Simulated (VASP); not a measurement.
# In2O (P-3m1) in VASP: notebook, part 2 of 2

VASP 6.6.1.

## Step 3: Single point, LDA (volume scaled by 0.98, then relaxed in part)

Contents of INCAR:

```
SYSTEM = In2O
ALGO = Normal
EDIFF = 1E-6
ENCUT = 520
ISIF = 2
ISMEAR = -1
LASPH = .TRUE.
LCHARG = .FALSE.
LREAL = .FALSE.
LWAVE = .FALSE.
NBANDS = 41
NELM = 60
PREC = Accurate
SIGMA = 0.15
```

Contents of KPOINTS:

```
k-points
0
G
  12 12 4
  0 0 0
```

Contents of POSCAR:

```
In2O
1.0
    3.2821770735      0.0000000000      0.0000000000
   -1.6410885367      2.8424487254      0.0000000000
    0.0000000000      0.0000000000     12.2759087355
In O
4 2
Direct
    0.0000000000      0.0000000000      0.3831310465
    0.0000000000      0.0000000000      0.6168689535
    0.6666666667      0.3333333333      0.1131444781
    0.3333333333      0.6666666667      0.8868555219
    0.6666666667      0.3333333333      0.3007281244
    0.3333333333      0.6666666667      0.6992718756
```

Potentials or basis: VASP PAW LDA potentials, release 64 (In_d, O).

On the command line:

```bash
> cat potpaw_LDA.64/In_d/POTCAR potpaw_LDA.64/O/POTCAR > POTCAR
> mpirun -np 1 vasp_std > vasp.out
```

OUTCAR:

```text
SYSTEM = In2O
   EDIFF = 1E-6
   ENCUT = 520
   ISIF = 2
   ISMEAR = -1
   LASPH = .TRUE.
   LREAL = .FALSE.
   NELM = 60
   PREC = Accurate

 ion  position               nearest neighbor table
   1  0.000  0.000  0.383-   5 2.15   5 2.15   5 2.15   2 2.87   3 3.82   3 3.82   3 3.82
   2  0.000  0.000  0.617-   6 2.15   6 2.15   6 2.15   1 2.87   4 3.82   4 3.82   4 3.82
   3  0.667  0.333  0.113-   5 2.30   4 3.36   4 3.36   4 3.36   1 3.82   1 3.82   1 3.82
   4  0.333  0.667  0.887-   6 2.30   3 3.36   3 3.36   3 3.36   2 3.82   2 3.82   2 3.82
   5  0.667  0.333  0.301-   1 2.15   1 2.15   1 2.15   3 2.30
   6  0.333  0.667  0.699-   2 2.15   2 2.15   2 2.15   4 2.30

  LATTYP: Found a hexagonal cell.
 ALAT       =     3.2821770735
 C/A-ratio  =     3.7401725929

  Lattice vectors:

 A1 = (   3.2821770735,   0.0000000000,   0.0000000000)
 A2 = (  -1.6410885367,   2.8424487254,   0.0000000000)
 A3 = (   0.0000000000,   0.0000000000,  12.2759087355)

Analysis of symmetry for initial positions (statically):
=====================================================================
 Subroutine PRICEL returns:
 Original cell was already a primitive cell.

 Routine SETGRP: Setting up the symmetry group for a
 hexagonal supercell.

 Subroutine GETGRP returns: Found 12 space group operations
 (whereof 12 operations were pure point group operations)
 out of a pool of 24 trial point group operations.

The static configuration has the point symmetry D_3d.

Analysis of symmetry for dynamics (positions and initial velocities):
=====================================================================
 Subroutine PRICEL returns:
 Original cell was already a primitive cell.

 Routine SETGRP: Setting up the symmetry group for a
 hexagonal supercell.
[... 123 lines left out ...]
   PSTRESS=    0.0 pullay stress
   NELECT =      64.0000    total number of electrons
   NUPDOWN=      -1.0000    fix difference up-down
   EMIN   =  10.00;   EMAX   =-10.00  energy-range for DOS
   EFERMI =   0.00;   METHOD = LEGACY
   ISMEAR =    -1;   SIGMA  =   0.15  broadening in eV -4-tet -1-fermi 0-gaus
   EFERMI_NEDOS =   21; number of points for ismear=-14 and -15
   IALGO  =     38    algorithm
   IMIX   =      4    mixing-type and parameters
     AMIX     =   0.40;   BMIX     =  1.00
     AMIX_MAG =   1.60;   BMIX_MAG =  1.00
  volume/ion in A,a.u.               =      19.09       128.81
  Fermi-wavevector in a.u.,A,eV,Ry     =   1.348441  2.548185 24.739392  1.818294
  Thomas-Fermi vector in A             =   2.476110
   LORBIT       =      0    0 simple, 1 ext, 2 COOP (PROOUT), +10 PAW based schemes
   GGA     = CA    functional components
   LHFCALC =     F    Hartree Fock is set to
   AEXX    =    0.0000 exact exchange contribution
   IVDW    =     0    specifies the selected vdW correction
   LEPSILON=     F    determine dielectric tensor
   LRPA    =     F    only Hartree local field effects (RPA)
 non-spin polarized calculation
  energy-cutoff  :      520.00
  volume of cell :      114.53
 maximum number of plane-waves:      3114
   NGX = 13   NGY = 13   NGZ = 45

 number of electron      64.0000060 magnetization

 Free energy of the ion-electron system (eV)
  ---------------------------------------------------
  ext. energy  EPLUGINS =         0.00000000
  ---------------------------------------------------
  free energy    TOTEN  =       -29.04869577 eV

  energy without entropy =      -28.92844574  energy(sigma->0) =      -28.98857076

 E-fermi :   7.6324     XC(G=0): -10.8332

 val. band max:        7.6095909441   @ k =   0.2500   0.2500   0.5000
 cond. band min:       7.6337235706   @ k =  -0.0833   0.3333   0.2500
 fundamental gap:      0.0241326265
 Fermi energy:         7.6323917163

 k-point     1 :       0.0000    0.0000    0.0000
  band No.  band energies     occupation
      1     -12.3463      2.00000
      2     -12.3321      2.00000
      3      -7.8647      2.00000
      4      -7.7513      2.00000
      5      -7.7513      2.00000
      6      -7.7394      2.00000
[... 1045 lines left out ...]
     40      15.2564      0.00000
     41      15.3005      0.00000

 [... further k-points ...]
[... 5 lines left out ...]
  --------------------------------------------------------------------------------------
  -------------------------------------------------------------------------------------
  Total        0.9992971      0.9992971      0.9826705      0.0000000      0.0000000     -0.0000000
  in kB       13.9796695     13.9796695     13.7470718      0.0000000      0.0000000     -0.0000000
  external PRESSURE =      13.9021369 kB  Pullay stress =       0.0000000 kB

 VOLUME and BASIS-vectors are now :
 -----------------------------------------------------------------------------
  energy-cutoff  :      520.00
  volume of cell :      114.53
      direct lattice vectors                 reciprocal lattice vectors
     3.282177074  0.000000000  0.000000000     0.304675823  0.175904668  0.000000000
    -1.641088537  2.842448725  0.000000000     0.000000000  0.351809336  0.000000000
     0.000000000  0.000000000 12.275908735     0.000000000  0.000000000  0.081460364

 POSITION                                       TOTAL-FORCE (eV/Angst)
 -----------------------------------------------------------------------------------
      0.00000      0.00000      4.70328         0.000000     -0.000000      0.047623
      0.00000      0.00000      7.57263         0.000000      0.000000     -0.047623
      1.64109      0.94748      1.38895        -0.000000     -0.000000     -0.014176
     -0.00000      1.89497     10.88696        -0.000000      0.000000      0.014176
      1.64109      0.94748      3.69171        -0.000000      0.000000     -0.041720
     -0.00000      1.89497      8.58420        -0.000000      0.000000      0.041720
 -----------------------------------------------------------------------------------
    total drift:                               -0.000000      0.000000      0.000000

  FREE ENERGIE OF THE ION-ELECTRON SYSTEM (eV)
  ---------------------------------------------------
  free  energy   TOTEN  =       -29.0486957740 eV

  energy  without entropy=      -28.9284457394  energy(sigma->0) =      -28.98857076
```

OSZICAR:

```text
N       E                     dE             d eps       ncg     rms          rms(c)
DAV:   1     0.747593657375E+03    0.74759E+03   -0.30378E+04  5682   0.222E+03
DAV:   2     0.929153556122E+02   -0.65468E+03   -0.62723E+03  5754   0.545E+02
DAV:   3    -0.248474565262E+02   -0.11776E+03   -0.11358E+03  6816   0.230E+02
DAV:   4    -0.325925092918E+02   -0.77451E+01   -0.76566E+01  7087   0.624E+01
DAV:   5    -0.328338872026E+02   -0.24138E+00   -0.24106E+00  7252   0.103E+01    0.145E+01
DAV:   6    -0.293065366513E+02    0.35274E+01   -0.15219E+01  8811   0.367E+01    0.134E+01
DAV:   7    -0.291249804095E+02    0.18156E+00   -0.25537E+00  7358   0.121E+01    0.392E+00
DAV:   8    -0.290760297220E+02    0.48951E-01   -0.61753E-01  8169   0.491E+00    0.144E+00
DAV:   9    -0.290527032513E+02    0.23326E-01   -0.57023E-02  8995   0.326E+00    0.645E-01
DAV:  10    -0.290490176202E+02    0.36856E-02   -0.12175E-02  8263   0.111E+00    0.266E-01
DAV:  11    -0.290488019977E+02    0.21562E-03   -0.63245E-03  8915   0.531E-01    0.135E-01
DAV:  12    -0.290487124579E+02    0.89540E-04   -0.12121E-03  8769   0.318E-01    0.341E-02
DAV:  13    -0.290486951463E+02    0.17312E-04   -0.13180E-04  8548   0.123E-01    0.118E-02
DAV:  14    -0.290486957111E+02   -0.56490E-06   -0.16760E-05  7361   0.334E-02    0.682E-03
DAV:  15    -0.290486957740E+02   -0.62826E-07   -0.13040E-06  4556   0.887E-03
   1 F= -.29048696E+02 E0= -.28988571E+02  d E =-.120250E+00
```

Run time: 3.1 min. Hardware: 1 thread of AMD EPYC 9R45 (Zen 5), shared host; peak memory 0.32 GiB.

Results:

```
Free energy            : -29.0487 eV
Pressure               : 1.4 GPa
Largest force          : 0.048 eV/Å
Band gap on the k mesh : zero (band 32 reaches 8.18 eV, above the bottom of band 33 at 6.68 eV)
```

Forces on the atoms (eV/Å):
```
In   0.000  0.000  0.048
In   0.000  0.000 -0.048
In   0.000  0.000 -0.014
In   0.000  0.000  0.014
O    0.000  0.000 -0.042
O    0.000  0.000  0.042
```

Caveat: spin-orbit coupling is left out, which moves the levels of the heavy elements.
